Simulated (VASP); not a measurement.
Set up this calculation in VASP 6.6.1, as the native input.

* Task: density of states
* Functional: LDA
* Potentials or basis: VASP PAW LDA potentials, release 64 (Hf_pv)
* Cutoff: 520 eV
* k mesh: 17 × 17 × 17
* Occupations: fermi-dirac, width 0.08 eV
* Spin: no spin polarisation
* Dipole correction: no
* k mesh for the DOS: 26 × 26 × 26
* Occupations for the DOS: tetrahedron
* Further INCAR settings: ALGO = Normal; EDIFF = 1e-06; NBANDS = 11

Crystal: Hf.

```
Hf
1.0
    -1.26878    1.26878    1.26878
     1.26878   -1.26878    1.26878
     1.26878    1.26878   -1.26878
Hf
1
Direct
  0.00000 0.00000 0.00000
```

This cell differs from its parent crystal: volume scaled by 0.4.

These files were run (other wordings do the same):

POSCAR

```
Hf
1.0
   -1.2687822098      1.2687822098      1.2687822098
    1.2687822098     -1.2687822098      1.2687822098
    1.2687822098      1.2687822098     -1.2687822098
Hf
1
Direct
    0.0000000000      0.0000000000      0.0000000000
```

INCAR.step1

```
  PREC = Accurate
  ENCUT = 520
  EDIFF = 1E-6
  ISMEAR = -1
  SIGMA = 0.08
  LREAL = False
  LASPH = True
  NELM = 100
  ALGO = Normal
  ISIF = 2
  LWAVE = False
  LCHARG = True
  LMAXMIX = 4
  NBANDS = 11
```

KPOINTS.step1

```
Automatic mesh
0
Gamma
  17 17 17
```

INCAR.step2

```
  PREC = Accurate
  ENCUT = 520
  EDIFF = 1E-6
  ISMEAR = -5
  SIGMA = 0.08
  LREAL = False
  LASPH = True
  NELM = 100
  ALGO = Normal
  ISIF = 2
  LWAVE = False
  LCHARG = False
  LMAXMIX = 4
  LORBIT = 11
  NBANDS = 11
  NEDOS = 2001
  ICHARG = 11
```

KPOINTS.step2

```
Automatic mesh
0
Gamma
  26 26 26
```

Potentials or basis: VASP PAW LDA potentials, release 64 (Hf_pv).

Run with:

```sh
$ cat potpaw_LDA.64/Hf_pv/POTCAR > POTCAR
$ cp INCAR.step1 INCAR
$ cp KPOINTS.step1 KPOINTS
$ mpirun -np 1 vasp_std > vasp.out
$ cp INCAR.step2 INCAR
$ cp KPOINTS.step2 KPOINTS
$ mpirun -np 1 vasp_std > vasp.out
```

It took 24 s on 1 thread of Intel(R) Xeon(R) Platinum 8488C (Sapphire Rapids) (shared host), peak memory 0.19 GiB.
